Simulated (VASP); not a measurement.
A run of VASP 6.6.1:

File INCAR:

```
SYSTEM = Be16P
ALGO = Normal
EDIFF = 1E-6
ENCUT = 520
GGA = PS
ISIF = 2
ISMEAR = -1
LASPH = .TRUE.
LCHARG = .FALSE.
LREAL = Auto
LWAVE = .FALSE.
NBANDS = 32
NELM = 60
PREC = Accurate
SIGMA = 0.15
```

KPOINTS

```
k-points
0
G
  1 1 1
  0 0 0
```

The input POSCAR:

```
Be16P
1.0
    4.5800000000      0.0000000000      0.0000000000
    2.2900000000      3.9663960000      0.0000000000
    0.0000000000      0.0000000000     16.3826450000
Be P
16 1
Direct
   -0.1666666667      0.3333333333      0.0610402044
    0.3333333333      0.3333333333      0.0610402044
   -0.1666666667      0.8333333333      0.0610402044
    0.3333333333      0.8333333333      0.0610402044
    0.0032889348      0.0032828290      0.1607751373
    0.5020540280     -0.0007185364      0.1610892502
   -0.0007140665      0.5020434167      0.1610891892
    0.5006844705      0.5006865174      0.1608759147
   -0.1715596105      0.3374131075      0.2631362030
    0.3335544348      0.3335430955      0.2605338759
   -0.1599671682      0.8399998386      0.2614679131
    0.3374267131      0.8284387136      0.2631353484
    0.0255071838      0.0255004795      0.3668576716
    0.5195707942     -0.0009346016      0.3602133843
   -0.0009185971      0.5195310806      0.3602144220
    0.4988085743      0.4987963885      0.3638173201
    0.2680716740      1.2680221541      0.4543514799
```

Potentials or basis: VASP PAW PBE potentials, release 64 (Be, P).

Run with:

```sh
$ cat potpaw_PBE.64/Be/POTCAR potpaw_PBE.64/P/POTCAR > POTCAR
$ mpirun -np 1 vasp_gam > vasp.out
```

Hardware: 1 thread of Intel(R) Xeon(R) 6975P-C (Granite Rapids) (shared host).

Q: Estimate the wall time of this run.

A: Wall time 24 s on 1 thread of Intel(R) Xeon(R) 6975P-C (Granite Rapids) (shared host), peak memory 0.36 GiB. Counts: scf iterations 22, k points 1.
